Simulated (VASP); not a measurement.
# P (Cmmm) in VASP: further runs, part 2 of 3

VASP 6.6.1.

## Step 3: Single point, LDA (strain +0.0300 x Voigt [0, 0, 0, 0, 0, 1])

Contents of INCAR:

```
SYSTEM = P
ALGO = Normal
EDIFF = 1E-6
ENCUT = 520
ISIF = 2
ISMEAR = 0
LASPH = .TRUE.
LCHARG = .FALSE.
LREAL = .FALSE.
LWAVE = .FALSE.
NBANDS = 8
NELM = 80
PREC = Accurate
SIGMA = 0.15
```

Contents of KPOINTS:

```
k-points
0
G
  12 12 12
  0 0 0
```

Contents of POSCAR:

```
P
1.0
    4.2729048574      0.0640935729      0.0000000000
    0.0640935729      4.2729048574      0.0000000000
    0.0000000000      0.0000000000      4.3780000000
P
1
Direct
    0.0000000000      0.0000000000      0.0000000000
```

Potentials or basis: VASP PAW LDA potentials, release 64 (P).

The run is started by

```console
cat potpaw_LDA.64/P/POTCAR > POTCAR
mpirun -np 1 vasp_std > vasp.out
```

OUTCAR:

```text
SYSTEM = P
   EDIFF = 1E-6
   ENCUT = 520
   ISIF = 2
   ISMEAR = 0
   LASPH = .TRUE.
   LREAL = .FALSE.
   NELM = 80
   PREC = Accurate

 ion  position               nearest neighbor table
   1  0.000  0.000  0.000-

  LATTYP: Found a base centered orthorhombic cell.
 ALAT       =     5.9521580000
 B/A-ratio  =     1.0304568528
 C/A-ratio  =     0.7355315501

  Lattice vectors:

 A1 = (  -0.0640935729,  -4.2729048574,   0.0000000000)
 A2 = (   4.2729048574,   0.0640935729,   0.0000000000)
 A3 = (   0.0000000000,   0.0000000000,   4.3780000000)

Analysis of symmetry for initial positions (statically):
=====================================================================
 Subroutine PRICEL returns:
 Original cell was already a primitive cell.

 Routine SETGRP: Setting up the symmetry group for a
 base centered orthorhombic supercell.

 Subroutine GETGRP returns: Found  8 space group operations
 (whereof  8 operations were pure point group operations)
 out of a pool of  8 trial point group operations.

The static configuration has the point symmetry D_2h.

Analysis of symmetry for dynamics (positions and initial velocities):
=====================================================================
 Subroutine PRICEL returns:
 Original cell was already a primitive cell.

 Routine SETGRP: Setting up the symmetry group for a
 base centered orthorhombic supercell.

 Subroutine GETGRP returns: Found  8 space group operations
 (whereof  8 operations were pure point group operations)
 out of a pool of  8 trial point group operations.

The dynamic configuration has the point symmetry D_2h.

 Subroutine INISYM returns: Found  8 space group operations
 (whereof  8 operations are pure point group operations),
 and found     1 'primitive' translations

----------------------------------------------------------------------------------------

                                     Primitive cell

  volume of cell :      79.9143

  direct lattice vectors                    reciprocal lattice vectors
     4.272904857  0.064093573  0.000000000     0.234085495 -0.003511282  0.000000000
     0.064093573  4.272904857  0.000000000    -0.003511282  0.234085495  0.000000000
     0.000000000  0.000000000  4.378000000     0.000000000  0.000000000  0.228414801

  length of vectors
     4.273385532  4.273385532  4.378000000     0.234111829  0.234111829  0.228414801

  position of ions in fractional coordinates (direct lattice)
     0.000000000  0.000000000  0.000000000

  ion indices of the primitive-cell ions
   primitive index   ion index
                 1           1

----------------------------------------------------------------------------------------

 KPOINTS: k-points

Automatic generation of k-mesh.
 Grid dimensions read from file:
 generate k-points for:   12   12   12

 Generating k-lattice:

  Cartesian coordinates                     Fractional coordinates (reciprocal lattice)
     0.019507125 -0.000292607  0.000000000     0.083333333  0.000000000  0.000000000
    -0.000292607  0.019507125  0.000000000     0.000000000  0.083333333  0.000000000
     0.000000000  0.000000000  0.019034567     0.000000000  0.000000000  0.083333333

  Length of vectors
     0.019509319  0.019509319  0.019034567

  Shift w.r.t. Gamma in fractional coordinates (k-lattice)
     0.000000000  0.000000000  0.000000000

 Subroutine IBZKPT returns following result:
 ===========================================

 Found    301 irreducible k-points:

 Following reciprocal coordinates:
            Coordinates               Weight
  0.000000  0.000000  0.000000      1.000000
  0.083333  0.000000  0.000000      4.000000
  0.166667  0.000000  0.000000      4.000000
  0.250000  0.000000  0.000000      4.000000
  0.333333  0.000000  0.000000      4.000000
  0.416667  0.000000  0.000000      4.000000
[... 16 lines left out ...]
  0.500000  0.166667  0.000000      4.000000
 -0.416667  0.166667  0.000000      4.000000
 [... further k-points ...]
   k-points           NKPTS =    301   k-points in BZ     NKDIM =    301   number of bands    NBANDS=      8
   number of dos      NEDOS =    301   number of ions     NIONS =      1
   total plane-waves  NPLWV =  36864
   dimension x,y,z NGX =    32 NGY =   32 NGZ =   36
   dimension x,y,z NGXF=    64 NGYF=   64 NGZF=   72
   ions per type =               1
   NGX,Y,Z   is equivalent  to a cutoff of  12.45, 12.45, 13.67 a.u.
   NGXF,Y,Z  is equivalent  to a cutoff of  24.90, 24.90, 27.34 a.u.
 SYSTEM =  P
   PREC   = accura    normal or accurate (medium, high low for compatibility)
   ISTART =      0    job   : 0-new  1-cont  2-samecut
   ICHARG =      2    charge: 1-file 2-atom 10-const
   ISPIN  =      1    spin polarized calculation?
   LNONCOLLINEAR =      F non collinear calculations
   LSORBIT =      F    spin-orbit coupling
   LASPH  =      T    aspherical Exc in radial PAW
   ENCUT  =  520.0 eV  38.22 Ry    6.18 a.u.   7.95  7.95  8.14*2*pi/ulx,y,z
   NELM   =     80;   NELMIN=  2; NELMDL= -5     # of ELM steps
   EDIFF  = 0.1E-05   stopping-criterion for ELM
   LREAL  =      F    real-space projection
   EDIFFG = 0.1E-04   stopping-criterion for IOM
   NSW    =      0    number of steps for IOM
   IBRION =     -1    ionic relax: 0-MD 1-quasi-New 2-CG
   NFREE  =      0    steps in history (QN), initial steepest desc. (CG)
   ISIF   =      2    stress and relaxation
   ISYM   =      2    0-nonsym 1-usesym 2-fastsym
   POTIM  = 0.5000    time-step for ionic-motion
   TEBEG  =    0.0;   TEEND  =   0.0 temperature during run
   PSTRESS=    0.0 pullay stress
   NELECT =       5.0000    total number of electrons
   NUPDOWN=      -1.0000    fix difference up-down
   EMIN   =  10.00;   EMAX   =-10.00  energy-range for DOS
   EFERMI =   0.00;   METHOD = LEGACY
   ISMEAR =     0;   SIGMA  =   0.15  broadening in eV -4-tet -1-fermi 0-gaus
   EFERMI_NEDOS =   21; number of points for ismear=-14 and -15
   IALGO  =     38    algorithm
   IMIX   =      4    mixing-type and parameters
     AMIX     =   0.40;   BMIX     =  1.00
     AMIX_MAG =   1.60;   BMIX_MAG =  1.00
  volume/ion in A,a.u.               =      79.91       539.29
  Fermi-wavevector in a.u.,A,eV,Ry     =   0.649915  1.228162  5.746961  0.422390
  Thomas-Fermi vector in A             =   1.719025
   LORBIT       =      0    0 simple, 1 ext, 2 COOP (PROOUT), +10 PAW based schemes
   GGA     = CA    functional components
   LHFCALC =     F    Hartree Fock is set to
   AEXX    =    0.0000 exact exchange contribution
   IVDW    =     0    specifies the selected vdW correction
   LEPSILON=     F    determine dielectric tensor
   LRPA    =     F    only Hartree local field effects (RPA)
 non-spin polarized calculation
 Gauss-broadening in eV      SIGMA  =   0.15
  energy-cutoff  :      520.00
  volume of cell :       79.91
 maximum number of plane-waves:      2184
   NGX = 15   NGY = 15   NGZ = 17

 number of electron       4.9999999 magnetization

 Free energy of the ion-electron system (eV)
  ---------------------------------------------------
  ext. energy  EPLUGINS =         0.00000000
  ---------------------------------------------------
  free energy    TOTEN  =        -1.28001059 eV

  energy without entropy =       -1.24240852  energy(sigma->0) =       -1.26120956

 E-fermi :  -3.2166     XC(G=0):  -5.3447

 val. band max:       -3.2195942322   @ k =  -0.4167   0.2500   0.0000
 cond. band min:      -3.2158245302   @ k =   0.4167   0.0833   0.2500
 fundamental gap:      0.0037697021
 Fermi energy:        -3.2165525996

 k-point     1 :       0.0000    0.0000    0.0000
  band No.  band energies     occupation
      1     -11.9190      2.00000
      2      -2.7612      0.00002
      3      -2.6680      0.00000
      4      -2.6382      0.00000
      5       1.1995      0.00000
      6       4.1534      0.00000
      7       4.2475      0.00000
      8       8.8240      0.00000
[... 243 lines left out ...]
 k-point    24 :      -0.4167    0.1667    0.0000
  band No.  band energies     occupation
      1     -11.7176      2.00000
      2      -3.9219      2.00000
      3      -2.8939      0.00235
      4      -2.5821      0.00000
      5       3.2141      0.00000
      6       4.0756      0.00000
      7       5.2868      0.00000
      8       6.2849      0.00000

 [... further k-points ...]

------------------------ aborting loop because EDIFF is reached ----------------------------------------

  FORCE on cell =-STRESS in cart. coord.  units (eV):
  Direction    XX          YY          ZZ          XY          YZ          ZX
  --------------------------------------------------------------------------------------
  -------------------------------------------------------------------------------------
  Total       -2.1263004     -2.1263004     -1.9156838     -0.0623873      0.0000000      0.0000000
  in kB      -42.6295473    -42.6295473    -38.4069595     -1.2507841      0.0000000      0.0000000
  external PRESSURE =     -41.2220180 kB  Pullay stress =       0.0000000 kB

 VOLUME and BASIS-vectors are now :
 -----------------------------------------------------------------------------
  energy-cutoff  :      520.00
  volume of cell :       79.91
      direct lattice vectors                 reciprocal lattice vectors
     4.272904857  0.064093573  0.000000000     0.234085495 -0.003511282  0.000000000
     0.064093573  4.272904857  0.000000000    -0.003511282  0.234085495  0.000000000
     0.000000000  0.000000000  4.378000000     0.000000000  0.000000000  0.228414801

 POSITION                                       TOTAL-FORCE (eV/Angst)
 -----------------------------------------------------------------------------------
      0.00000      0.00000      0.00000        -0.000000      0.000000      0.000000
 -----------------------------------------------------------------------------------
    total drift:                               -0.000000      0.000000      0.000000

  FREE ENERGIE OF THE ION-ELECTRON SYSTEM (eV)
  ---------------------------------------------------
  free  energy   TOTEN  =        -1.2800105900 eV

  energy  without entropy=       -1.2424085208  energy(sigma->0) =       -1.26120956
```

OSZICAR:

```text
N       E                     dE             d eps       ncg     rms          rms(c)
DAV:   1     0.773408565116E+01    0.77341E+01   -0.12883E+03  4816   0.358E+02
DAV:   2    -0.848569928050E+00   -0.85827E+01   -0.84342E+01  6480   0.453E+01
DAV:   3    -0.130617100787E+01   -0.45760E+00   -0.43603E+00  5960   0.108E+01
DAV:   4    -0.131075212563E+01   -0.45811E-02   -0.45760E-02  8384   0.124E+00
DAV:   5    -0.131075952265E+01   -0.73970E-05   -0.73971E-05  6696   0.362E-02    0.647E-01
DAV:   6    -0.128551675441E+01    0.25243E-01   -0.43125E-02  6088   0.726E-01    0.311E-01
DAV:   7    -0.127954321423E+01    0.59735E-02   -0.32152E-02  6056   0.648E-01    0.158E-01
DAV:   8    -0.127998758240E+01   -0.44437E-03   -0.37408E-04  6792   0.979E-02    0.348E-02
DAV:   9    -0.127999147444E+01   -0.38920E-05   -0.81985E-06  7616   0.135E-02    0.101E-02
DAV:  10    -0.128000985170E+01   -0.18377E-04   -0.10195E-05  5576   0.124E-02    0.162E-03
DAV:  11    -0.128001059003E+01   -0.73833E-06   -0.10087E-06  6664   0.352E-03
   1 F= -.12800106E+01 E0= -.12612096E+01  d E =-.376021E-01
```

Run time: 63 s. Hardware: 1 thread of Intel Xeon Platinum 8488C (Sapphire Rapids), shared host; peak memory 0.27 GiB.

What came out:

```
Free energy            : -1.2800 eV
Pressure               : -4.1 GPa
Band gap on the k mesh : zero (an odd number of electrons rules out a gap without spin polarisation)
```

Stress tensor (GPa, compression positive):
```
-4.26 -0.13  0.00
-0.13 -4.26  0.00
 0.00  0.00 -3.84
```

Caveat: the cell differs from its parent crystal (strain +0.0300 x Voigt [0, 0, 0, 0, 0, 1]); the cell stands under tension; the atoms stand far beyond bonding distance, and open shells without spin polarisation read as a metal.

(Part 2 of 3 ends here.)
